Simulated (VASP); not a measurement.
# B3C (P-6m2) in VASP: notebook

B3C is run at these levels: PBE; tasks: relaxation of cell and atoms, single point.

Program: VASP 6.6.1. These are calculated values, not measurements. Logs are shortened: lines on timing, memory, paths and dates and some standing lists are left out, and cuts for length are marked.

### 1 The cell of the first run

Symmetry: P-6m2, No. 187, hexagonal system. The conventional cell has a = 2.568 Å, b = 2.568 Å, c = 4.707 Å, α = 90.00°, β = 90.00°, γ = 120.00°. Within 2.8 Å of B (site symmetry -6m2) lie 12 B at 2.11 to 2.57 Å and 2 C at 2.35 Å. B (site symmetry 3m) has 4 B at 1.70 to 2.11 Å and 3 C at 1.71 Å within 2.3 Å. Within 2.3 Å of C (site symmetry -6m2) lie 6 B at 1.71 Å.

### 2 Relaxation of cell and atoms, PBE

INCAR reads:

```
SYSTEM = B3C
ALGO     = Normal         ! electronic algorithm
EDIFF    = 1E-7           ! SCF threshold, eV
EDIFFG   = -0.04          ! ionic threshold
ENCUT    = 600            ! plane-wave cutoff, eV
GGA      = PE             ! functional
IBRION   = 2              ! ionic algorithm
ISIF     = 3              ! what is computed and relaxed
ISMEAR   = 0              ! smearing method
LASPH    = .True.         ! aspherical terms in the spheres
LCHARG   = .False.        ! write CHGCAR
LREAL    = .False.        ! projectors in reciprocal space
LWAVE    = .False.        ! write WAVECAR
NELM     = 60             ! most SCF steps
NSW      = 90             ! ionic steps
PREC     = Accurate       ! precision mode
SIGMA    = 0.1            ! smearing width, eV
```

KPOINTS reads:

```
k-points
0
Gamma
  6 6 4
  0 0 0
```

POSCAR reads:

```
B3C
1.0
    2.5684768399      0.0000000000      0.0000000000
   -1.2842384200      2.2243661924      0.0000000000
    0.0000000000      0.0000000000      4.7066059858
B C
3 1
Direct
    0.0000000000      0.0000000000      0.0000000000
    0.6666666667      0.3333333333      0.6803815132
    0.6666666667      0.3333333333      0.3196184868
    0.0000000000      0.0000000000      0.5000000000
```

Potentials or basis: VASP PAW PBE potentials, release 64 (B, C).

Run with:

```sh
$ cat potpaw_PBE.64/B/POTCAR potpaw_PBE.64/C/POTCAR > POTCAR
$ mpirun -np 1 vasp_std > vasp.out
```

OUTCAR:

```text
SYSTEM = B3C
   EDIFF = 1E-7
   EDIFFG = -0.04
   ENCUT = 600
   GGA = PE
   IBRION = 2
   ISIF = 3
   ISMEAR = 0
   LASPH = .True.
   LREAL = .False.
   NELM = 60
   NSW = 90
   PREC = Accurate

 ion  position               nearest neighbor table
   1  0.000  0.000  0.000-   2 2.11   3 2.11   2 2.11   3 2.11   2 2.11   3 2.11
   2  0.667  0.333  0.680-   3 1.70   4 1.71   4 1.71   4 1.71   1 2.11   1 2.11   1 2.11
   3  0.667  0.333  0.320-   2 1.70   4 1.71   4 1.71   4 1.71   1 2.11   1 2.11   1 2.11
   4  0.000  0.000  0.500-   2 1.71   3 1.71   2 1.71   3 1.71   2 1.71   3 1.71

  LATTYP: Found a hexagonal cell.
 ALAT       =     2.5684768399
 C/A-ratio  =     1.8324502338

  Lattice vectors:

 A1 = (   2.5684768399,   0.0000000000,   0.0000000000)
 A2 = (  -1.2842384200,   2.2243661924,   0.0000000000)
 A3 = (   0.0000000000,   0.0000000000,   4.7066059858)

Analysis of symmetry for initial positions (statically):
=====================================================================
 Subroutine PRICEL returns:
 Original cell was already a primitive cell.

 Routine SETGRP: Setting up the symmetry group for a
 hexagonal supercell.

 Subroutine GETGRP returns: Found 12 space group operations
 (whereof 12 operations were pure point group operations)
 out of a pool of 24 trial point group operations.

The static configuration has the point symmetry D_3h.

Analysis of symmetry for dynamics (positions and initial velocities):
=====================================================================
 Subroutine PRICEL returns:
 Original cell was already a primitive cell.

 Routine SETGRP: Setting up the symmetry group for a
 hexagonal supercell.

 Subroutine GETGRP returns: Found 12 space group operations
 (whereof 12 operations were pure point group operations)
 out of a pool of 24 trial point group operations.

The dynamic configuration has the point symmetry D_3h.

 Subroutine INISYM returns: Found 12 space group operations
 (whereof 12 operations are pure point group operations),
 and found     1 'primitive' translations

----------------------------------------------------------------------------------------

                                     Primitive cell

  volume of cell :      26.8899

  direct lattice vectors                    reciprocal lattice vectors
     2.568476840  0.000000000  0.000000000     0.389335806  0.224783132  0.000000000
    -1.284238420  2.224366192  0.000000000     0.000000000  0.449566265  0.000000000
     0.000000000  0.000000000  4.706605986     0.000000000  0.000000000  0.212467328

  length of vectors
     2.568476840  2.568476840  4.706605986     0.449566265  0.449566265  0.212467328

  position of ions in fractional coordinates (direct lattice)
     0.000000000  0.000000000  0.000000000
     0.666666667  0.333333333  0.680381513
     0.666666667  0.333333333  0.319618487
     0.000000000  0.000000000  0.500000000

  ion indices of the primitive-cell ions
   primitive index   ion index
                 1           1
                 2           2
                 3           3
                 4           4

----------------------------------------------------------------------------------------

 KPOINTS: k-points

Automatic generation of k-mesh.
 Grid dimensions read from file:
 generate k-points for:    6    6    4

 Generating k-lattice:

  Cartesian coordinates                     Fractional coordinates (reciprocal lattice)
     0.064889301  0.037463855  0.000000000     0.166666667 -0.000000000  0.000000000
     0.000000000  0.074927711  0.000000000     0.000000000  0.166666667  0.000000000
     0.000000000  0.000000000  0.053116832     0.000000000  0.000000000  0.250000000

  Length of vectors
     0.074927711  0.074927711  0.053116832

  Shift w.r.t. Gamma in fractional coordinates (k-lattice)
     0.000000000  0.000000000  0.000000000

 Subroutine IBZKPT returns following result:
 ===========================================

 Found     21 irreducible k-points:

 Following reciprocal coordinates:
            Coordinates               Weight
  0.000000  0.000000  0.000000      1.000000
  0.166667 -0.000000  0.000000      6.000000
  0.333333 -0.000000  0.000000      6.000000
  0.500000  0.000000  0.000000      3.000000
  0.166667  0.166667  0.000000      6.000000
  0.333333  0.166667  0.000000     12.000000
[... 13 lines left out ...]
  0.333333  0.166667  0.500000     12.000000
  0.333333  0.333333  0.500000      2.000000
   k-points           NKPTS =     21   k-points in BZ     NKDIM =     21   number of bands    NBANDS=     10
   number of dos      NEDOS =    301   number of ions     NIONS =      4
   total plane-waves  NPLWV =  23040
   dimension x,y,z NGX =    24 NGY =   24 NGZ =   40
   dimension x,y,z NGXF=    48 NGYF=   48 NGZF=   80
   ions per type =               3   1
   NGX,Y,Z   is equivalent  to a cutoff of  15.53, 15.53, 14.13 a.u.
   NGXF,Y,Z  is equivalent  to a cutoff of  31.07, 31.07, 28.26 a.u.
 SYSTEM =  B3C
   PREC   = accura    normal or accurate (medium, high low for compatibility)
   ISTART =      0    job   : 0-new  1-cont  2-samecut
   ICHARG =      2    charge: 1-file 2-atom 10-const
   ISPIN  =      1    spin polarized calculation?
   LNONCOLLINEAR =      F non collinear calculations
   LSORBIT =      F    spin-orbit coupling
   LASPH  =      T    aspherical Exc in radial PAW
   ENCUT  =  600.0 eV  44.10 Ry    6.64 a.u.   5.13  5.13  9.40*2*pi/ulx,y,z
   NELM   =     60;   NELMIN=  2; NELMDL= -5     # of ELM steps
   EDIFF  = 0.1E-06   stopping-criterion for ELM
   LREAL  =      F    real-space projection
   EDIFFG = -.4E-01   stopping-criterion for IOM
   NSW    =     90    number of steps for IOM
   IBRION =      2    ionic relax: 0-MD 1-quasi-New 2-CG
   NFREE  =      1    steps in history (QN), initial steepest desc. (CG)
   ISIF   =      3    stress and relaxation
   ISYM   =      2    0-nonsym 1-usesym 2-fastsym
   POTIM  = 0.5000    time-step for ionic-motion
   TEBEG  =    0.0;   TEEND  =   0.0 temperature during run
   PSTRESS=    0.0 pullay stress
   NELECT =      13.0000    total number of electrons
   NUPDOWN=      -1.0000    fix difference up-down
   EMIN   =  10.00;   EMAX   =-10.00  energy-range for DOS
   EFERMI =   0.00;   METHOD = LEGACY
   ISMEAR =     0;   SIGMA  =   0.10  broadening in eV -4-tet -1-fermi 0-gaus
   EFERMI_NEDOS =   21; number of points for ismear=-14 and -15
   IALGO  =     38    algorithm
   IMIX   =      4    mixing-type and parameters
     AMIX     =   0.40;   BMIX     =  1.00
     AMIX_MAG =   1.60;   BMIX_MAG =  1.00
  volume/ion in A,a.u.               =       6.72        45.37
  Fermi-wavevector in a.u.,A,eV,Ry     =   1.284870  2.428053 22.461752  1.650892
  Thomas-Fermi vector in A             =   2.417039
   LORBIT       =      0    0 simple, 1 ext, 2 COOP (PROOUT), +10 PAW based schemes
   GGA     = PE    functional components
   LHFCALC =     F    Hartree Fock is set to
   AEXX    =    0.0000 exact exchange contribution
   IVDW    =     0    specifies the selected vdW correction
   LEPSILON=     F    determine dielectric tensor
   LRPA    =     F    only Hartree local field effects (RPA)
 conjugate gradient relaxation of ions
 non-spin polarized calculation
 Gauss-broadening in eV      SIGMA  =   0.10
  energy-cutoff  :      600.00
  volume of cell :       26.89
 maximum number of plane-waves:       909
 NGX is ok and might be reduce to    24
   NGX = 11   NGY = 11   NGZ = 19

--------------------------------------- Ionic step        1  -------------------------------------------

 number of electron      13.0000000 magnetization

 Free energy of the ion-electron system (eV)
  ---------------------------------------------------
  ext. energy  EPLUGINS =         0.00000000
  ---------------------------------------------------
  free energy    TOTEN  =       -23.63805846 eV

  energy without entropy =      -23.63676087  energy(sigma->0) =      -23.63740966

------------------------ aborting loop because EDIFF is reached ----------------------------------------

  FORCE on cell =-STRESS in cart. coord.  units (eV):
  Direction    XX          YY          ZZ          XY          YZ          ZX
  --------------------------------------------------------------------------------------
  -------------------------------------------------------------------------------------
  Total       -0.2707379     -0.2707379     -0.2412190      0.0000000      0.0000000     -0.0000000
  in kB      -16.1313152    -16.1313152    -14.3725011      0.0000000      0.0000000     -0.0000000
  external PRESSURE =     -15.5450439 kB  Pullay stress =       0.0000000 kB
[... 175 lines left out ...]
  energy  without entropy=      -23.6423253640  energy(sigma->0) =      -23.64295290

--------------------------------------- Ionic step        6  -------------------------------------------

 number of electron      13.0000000 magnetization

 Free energy of the ion-electron system (eV)
  ---------------------------------------------------
  ext. energy  EPLUGINS =         0.00000000
  ---------------------------------------------------
  free energy    TOTEN  =       -23.64502653 eV

  energy without entropy =      -23.64377267  energy(sigma->0) =      -23.64439960

 E-fermi :   8.4746     XC(G=0): -12.4391

 val. band max:        8.4267930348   @ k =   0.3333   0.3333   0.2500
 cond. band min:       8.9146986939   @ k =   0.3333   0.1667   0.2500
 fundamental gap:      0.4879056591
 Fermi energy:         8.4745888676

 k-point     1 :       0.0000    0.0000    0.0000
  band No.  band energies     occupation
      1     -11.1333      2.00000
      2      -3.4118      2.00000
      3      -3.2870      2.00000
      4       6.9852      2.00000
      5       6.9852      2.00000
      6       9.7468      0.00000
      7      14.5629      0.00000
      8      14.7166      0.00000
      9      14.7166      0.00000
     10      15.6338      0.00000
[... 289 lines left out ...]
  FREE ENERGIE OF THE ION-ELECTRON SYSTEM (eV)
  ---------------------------------------------------
  free  energy   TOTEN  =       -23.6450265254 eV

  energy  without entropy=      -23.6437726731  energy(sigma->0) =      -23.64439960

 reached required accuracy - stopping structural energy minimisation
```

Run time: 13 s. Hardware: 1 thread of Intel Xeon 6975P-C (Granite Rapids), shared host; peak memory 0.15 GiB.

What came out:

| Quantity | Value |
| --- | --- |
| Free energy | -23.6450 eV |
| Relaxed volume | 6.63 Å³/atom |
| Relaxed cell | a = 2.570 Å, b = 2.570 Å, c = 4.637 Å, α = 90.00°, β = 90.00°, γ = 120.00° |
| Space group after relaxing (to 0.05 Å) | P-6m2 (No. 187) |
| Energy gained by relaxing | 1.7 meV/atom |
| Ionic steps | 6 |
| Pressure after relaxing | 0.3 GPa |
| Largest force after relaxing | 0.016 eV/Å |

Forces on the atoms (eV/Å):
```
B    0.000  0.000  0.000
B    0.000  0.000  0.016
B    0.000  0.000 -0.016
C    0.000  0.000  0.000
```

The path:
| step | energy change (eV) | largest force (eV/Å) | pressure (GPa) | volume (Å³) |
| --- | --- | --- | --- | --- |
| 1 | 0.0000 | 0.2495 | -1.55 | 26.89 |
| 2 | -0.0030 | 0.1198 | -0.36 | 26.64 |
| 3 | -0.0033 | 0.0361 | -0.65 | 26.69 |
| 4 | -0.0055 | 0.0626 | 1.10 | 26.48 |
| 5 | -0.0055 | 0.0732 | 1.31 | 26.45 |
| 6 | -0.0070 | 0.0156 | 0.29 | 26.52 |

Final structure:
```
B C
1.0
     2.56997    0.00000    0.00000
    -1.28498    2.22566    0.00000
     0.00000    0.00000    4.63686
B C
3 1
Direct
  0.00000 0.00000 0.00000
  0.66667 0.33333 0.68456
  0.66667 0.33333 0.31544
  0.00000 0.00000 0.50000
```

Caveat: the k points lie up to 0.47 Å⁻¹ apart in the final cell.

(Continued in part 2 of 3.)
